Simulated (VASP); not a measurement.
# NbTe (P-6m2) in VASP: a series of runs, part 2 of 3

VASP 6.6.1. Earlier steps stand in the parts before.

## Step 3: Relaxation of cell and atoms, PBEsol+D3(BJ)

The input, INCAR:

```
PREC     = Accurate       # precision mode
ENCUT    = 600            # plane-wave cutoff, eV
EDIFF    = 1E-6           # SCF threshold, eV
ISMEAR   = -1             # smearing method
SIGMA    = 0.05           # smearing width, eV
LREAL    = False          # projectors in reciprocal space
LASPH    = True           # aspherical terms in the spheres
NELM     = 60             # most SCF steps
ALGO     = Normal         # electronic algorithm
ISIF     = 3              # what is computed and relaxed
LWAVE    = False          # write WAVECAR
LCHARG   = False          # write CHGCAR
GGA      = PS             # functional
IVDW     = 12             # dispersion correction
IBRION   = 2              # ionic algorithm
NSW      = 60             # ionic steps
EDIFFG   = -0.01          # ionic threshold
```

The input, KPOINTS:

```
Automatic mesh
0
Gamma
  8 8 7
```

The input, POSCAR:

```
NbTe
1.0
    3.7029743866      0.0000000000      0.0000000000
   -1.8514871933      3.2068698884      0.0000000000
    0.0000000000      0.0000000000      3.6942110000
Te Nb
1 1
Direct
    0.6666666667      0.3333333333      0.0000000000
    0.0000000000      0.0000000000      0.5000000000
```

Potentials or basis: VASP PAW PBE potentials, release 64 (Te, Nb_sv).

The run is started by

```console
$ cat potpaw_PBE.64/Te/POTCAR potpaw_PBE.64/Nb_sv/POTCAR > POTCAR
$ mpirun -np 1 vasp_std > vasp.out
```

OUTCAR:

```text
PREC = Accurate
   ENCUT = 600
   EDIFF = 1E-6
   ISMEAR = -1
   LREAL = False
   LASPH = True
   NELM = 60
   ISIF = 3
   GGA = PS
   IVDW = 12
   IBRION = 2
   NSW = 60
   EDIFFG = -0.01
 IVDW          = 12

 ion  position               nearest neighbor table
   1  0.667  0.333  0.000-   2 2.83   2 2.83   2 2.83   2 2.83   2 2.83   2 2.83
   2  0.000  0.000  0.500-   1 2.83   1 2.83   1 2.83   1 2.83   1 2.83   1 2.83

  LATTYP: Found a hexagonal cell.
 ALAT       =     3.7029743866
 C/A-ratio  =     0.9976334196

  Lattice vectors:

 A1 = (   3.7029743866,   0.0000000000,   0.0000000000)
 A2 = (  -1.8514871933,   3.2068698884,   0.0000000000)
 A3 = (   0.0000000000,   0.0000000000,   3.6942110000)

Analysis of symmetry for initial positions (statically):
=====================================================================
 Subroutine PRICEL returns:
 Original cell was already a primitive cell.

 Routine SETGRP: Setting up the symmetry group for a
 hexagonal supercell.

 Subroutine GETGRP returns: Found 12 space group operations
 (whereof 12 operations were pure point group operations)
 out of a pool of 24 trial point group operations.

The static configuration has the point symmetry D_3h.

Analysis of symmetry for dynamics (positions and initial velocities):
=====================================================================
 Subroutine PRICEL returns:
 Original cell was already a primitive cell.

 Routine SETGRP: Setting up the symmetry group for a
 hexagonal supercell.

 Subroutine GETGRP returns: Found 12 space group operations
 (whereof 12 operations were pure point group operations)
 out of a pool of 24 trial point group operations.

The dynamic configuration has the point symmetry D_3h.

 Subroutine INISYM returns: Found 12 space group operations
 (whereof 12 operations are pure point group operations),
 and found     1 'primitive' translations

----------------------------------------------------------------------------------------

                                     Primitive cell

  volume of cell :      43.8686

  direct lattice vectors                    reciprocal lattice vectors
     3.702974387  0.000000000  0.000000000     0.270053178  0.155915275  0.000000000
    -1.851487193  3.206869888  0.000000000     0.000000000  0.311830550  0.000000000
     0.000000000  0.000000000  3.694211000     0.000000000  0.000000000  0.270693796

  length of vectors
     3.702974387  3.702974387  3.694211000     0.311830550  0.311830550  0.270693796

  position of ions in fractional coordinates (direct lattice)
     0.666666667  0.333333333  0.000000000
     0.000000000  0.000000000  0.500000000

  ion indices of the primitive-cell ions
   primitive index   ion index
                 1           1
                 2           2

----------------------------------------------------------------------------------------

 KPOINTS: Automatic mesh

Automatic generation of k-mesh.
 Grid dimensions read from file:
 generate k-points for:    8    8    7

 Generating k-lattice:

  Cartesian coordinates                     Fractional coordinates (reciprocal lattice)
     0.033756647  0.019489409  0.000000000     0.125000000  0.000000000  0.000000000
     0.000000000  0.038978819  0.000000000     0.000000000  0.125000000  0.000000000
     0.000000000  0.000000000  0.038670542     0.000000000  0.000000000  0.142857143

  Length of vectors
     0.038978819  0.038978819  0.038670542
[... 37 lines left out ...]
   number of dos      NEDOS =    301   number of ions     NIONS =      2
   total plane-waves  NPLWV =  27000
   dimension x,y,z NGX =    30 NGY =   30 NGZ =   30
   dimension x,y,z NGXF=    60 NGYF=   60 NGZF=   60
   ions per type =               1   1
   NGX,Y,Z   is equivalent  to a cutoff of  13.47, 13.47, 13.50 a.u.
   NGXF,Y,Z  is equivalent  to a cutoff of  26.94, 26.94, 27.00 a.u.
 SYSTEM =  unknown system
   PREC   = accura    normal or accurate (medium, high low for compatibility)
   ISTART =      0    job   : 0-new  1-cont  2-samecut
   ICHARG =      2    charge: 1-file 2-atom 10-const
   ISPIN  =      1    spin polarized calculation?
   LNONCOLLINEAR =      F non collinear calculations
   LSORBIT =      F    spin-orbit coupling
   LASPH  =      T    aspherical Exc in radial PAW
   ENCUT  =  600.0 eV  44.10 Ry    6.64 a.u.   7.40  7.40  7.38*2*pi/ulx,y,z
   NELM   =     60;   NELMIN=  2; NELMDL= -5     # of ELM steps
   EDIFF  = 0.1E-05   stopping-criterion for ELM
   LREAL  =      F    real-space projection
   EDIFFG = -.1E-01   stopping-criterion for IOM
   NSW    =     60    number of steps for IOM
   IBRION =      2    ionic relax: 0-MD 1-quasi-New 2-CG
   NFREE  =      1    steps in history (QN), initial steepest desc. (CG)
   ISIF   =      3    stress and relaxation
   ISYM   =      2    0-nonsym 1-usesym 2-fastsym
   POTIM  = 0.5000    time-step for ionic-motion
   TEBEG  =    0.0;   TEEND  =   0.0 temperature during run
   PSTRESS=    0.0 pullay stress
   NELECT =      19.0000    total number of electrons
   NUPDOWN=      -1.0000    fix difference up-down
   EMIN   =  10.00;   EMAX   =-10.00  energy-range for DOS
   EFERMI =   0.00;   METHOD = LEGACY
   ISMEAR =    -1;   SIGMA  =   0.05  broadening in eV -4-tet -1-fermi 0-gaus
   EFERMI_NEDOS =   21; number of points for ismear=-14 and -15
   IALGO  =     38    algorithm
   IMIX   =      4    mixing-type and parameters
     AMIX     =   0.40;   BMIX     =  1.00
     AMIX_MAG =   1.60;   BMIX_MAG =  1.00
  volume/ion in A,a.u.               =      21.93       148.02
  Fermi-wavevector in a.u.,A,eV,Ry     =   1.238630  2.340671 20.874103  1.534203
  Thomas-Fermi vector in A             =   2.373147
   LORBIT       =      0    0 simple, 1 ext, 2 COOP (PROOUT), +10 PAW based schemes
   GGA     = PS    functional components
   LHFCALC =     F    Hartree Fock is set to
   AEXX    =    0.0000 exact exchange contribution
   IVDW    =    12    specifies the selected vdW correction
   LEPSILON=     F    determine dielectric tensor
   LRPA    =     F    only Hartree local field effects (RPA)
 conjugate gradient relaxation of ions
 non-spin polarized calculation
  energy-cutoff  :      600.00
  volume of cell :       43.87
 maximum number of plane-waves:      1509
 NGX is ok and might be reduce to    30
   NGX = 15   NGY = 15   NGZ = 15

--------------------------------------- Ionic step        1  -------------------------------------------

 number of electron      19.0000000 magnetization

 Free energy of the ion-electron system (eV)
  ---------------------------------------------------
  ext. energy  EPLUGINS =         0.00000000
  ---------------------------------------------------
  free energy    TOTEN  =       -14.87076344 eV

  energy without entropy =      -14.85933920  energy(sigma->0) =      -14.86505132

------------------------ aborting loop because EDIFF is reached ----------------------------------------

 Edisp (eV)   -1.25221

 E8    (eV) :    -0.8705
[... 105 lines left out ...]
  FREE ENERGIE OF THE ION-ELECTRON SYSTEM (eV)
  ---------------------------------------------------
  free  energy   TOTEN  =       -16.2365127060 eV

  energy  without entropy=      -16.2263581786  energy(sigma->0) =      -16.23143544

[... ionic steps 4 to 8 ...]

--------------------------------------- Ionic step        9  -------------------------------------------

 number of electron      18.9999999 magnetization

------------------------ aborting loop because EDIFF is reached ----------------------------------------
[... 75 lines left out ...]
--------------------------------------- Ionic step       11  -------------------------------------------

 number of electron      18.9999999 magnetization

 Free energy of the ion-electron system (eV)
  ---------------------------------------------------
  ext. energy  EPLUGINS =         0.00000000
  ---------------------------------------------------
  free energy    TOTEN  =       -14.87774145 eV

  energy without entropy =      -14.86934731  energy(sigma->0) =      -14.87354438

 E-fermi :  12.1757     XC(G=0): -11.8128

 val. band max:       12.1203132856   @ k =   0.1250  -0.0000   0.2857
 cond. band min:      12.2433195506   @ k =   0.1250  -0.0000   0.0000
 fundamental gap:      0.1230062649
 Fermi energy:        12.1756719744

 k-point     1 :       0.0000    0.0000    0.0000
  band No.  band energies     occupation
      1     -43.2126      2.00000
      2     -19.4962      2.00000
      3     -19.2379      2.00000
      4     -19.2379      2.00000
      5      -2.6590      2.00000
      6       8.7305      2.00000
      7       8.9703      2.00000
      8       8.9703      2.00000
      9       9.5881      2.00000
     10      12.3038      0.14310
     11      12.3038      0.14310
     12      14.9623      0.00000
     13      14.9623      0.00000
[... 354 lines left out ...]
  band No.  band energies     occupation
      1     -43.1953      2.00000
      2     -19.5426      2.00000
      3     -19.3990      2.00000
      4     -19.2683      2.00000
      5      -0.7149      2.00000
      6       5.4627      2.00000
      7       6.8213      2.00000
      8       8.3837      2.00000
      9      10.1843      2.00000
     10      12.7386      0.00003
     11      12.7923      0.00001
     12      14.5916      0.00000
     13      15.2895      0.00000

 [... further k-points ...]

------------------------ aborting loop because EDIFF is reached ----------------------------------------

 Edisp (eV)   -1.36593

 E8    (eV) :    -0.9497
[... 25 lines left out ...]
  FREE ENERGIE OF THE ION-ELECTRON SYSTEM (eV)
  ---------------------------------------------------
  free  energy   TOTEN  =       -16.2436689509 eV

  energy  without entropy=      -16.2352748162  energy(sigma->0) =      -16.23947188

 reached required accuracy - stopping structural energy minimisation
```

It took 3.3 min on 1 thread of Intel Xeon Platinum 8488C (Sapphire Rapids), shared host; peak memory 0.21 GiB.

What came out:

- Free energy: -16.2437 eV
- Relaxed volume: 20.14 Å³/atom
- Relaxed cell: a = 3.568 Å, b = 3.568 Å, c = 3.654 Å, α = 90.00°, β = 90.00°, γ = 120.00°
- Space group after relaxing (to 0.05 Å): P-6m2 (No. 187)
- Energy gained by relaxing: 60.4 meV/atom
- Ionic steps: 11
- Pressure after relaxing: 0.0 GPa
- Dispersion energy per atom: -0.683 eV

Step by step:
| step | energy change (eV) | largest force (eV/Å) | pressure (GPa) | volume (Å³) |
| --- | --- | --- | --- | --- |
| 1 | 0.0000 | 0.0000 | -9.98 | 43.87 |
| 2 | 0.2121 | 0.0000 | 24.66 | 35.75 |
| 3 | -0.1135 | 0.0000 | -0.43 | 40.60 |
| 4 | -0.1137 | 0.0000 | -0.08 | 40.51 |
| 5 | -0.1137 | 0.0000 | 0.16 | 40.44 |
| 6 | -0.1197 | 0.0000 | 0.20 | 40.30 |
| 7 | -0.1206 | 0.0000 | 0.28 | 40.21 |
| 8 | -0.1206 | 0.0000 | 0.28 | 40.22 |
| 9 | -0.1206 | 0.0000 | 0.26 | 40.21 |
| 10 | -0.1205 | 0.0000 | -0.42 | 40.40 |
| 11 | -0.1207 | 0.0000 | 0.00 | 40.28 |

Final structure:
```cif
data_structure
_symmetry_space_group_name_H-M 'P 1'
_symmetry_Int_Tables_number 1
_cell_length_a 3.5676
_cell_length_b 3.5676
_cell_length_c 3.6542
_cell_angle_alpha 90.000
_cell_angle_beta 90.000
_cell_angle_gamma 120.000
_cell_volume 40.28
loop_
_atom_site_label
_atom_site_type_symbol
_atom_site_fract_x
_atom_site_fract_y
_atom_site_fract_z
_atom_site_occupancy
Te1 Te 0.66667 0.33333 0.00000 1
Nb1 Nb 0.00000 0.00000 0.50000 1
```

Caveat: the PAW data sets were made with another functional, which shifts forces and pressure a little; spin-orbit coupling is left out, which moves the levels of the heavy elements; pairwise dispersion overbinds metals, which lowers pressure and volume.

(Part 2 of 3 ends here.)
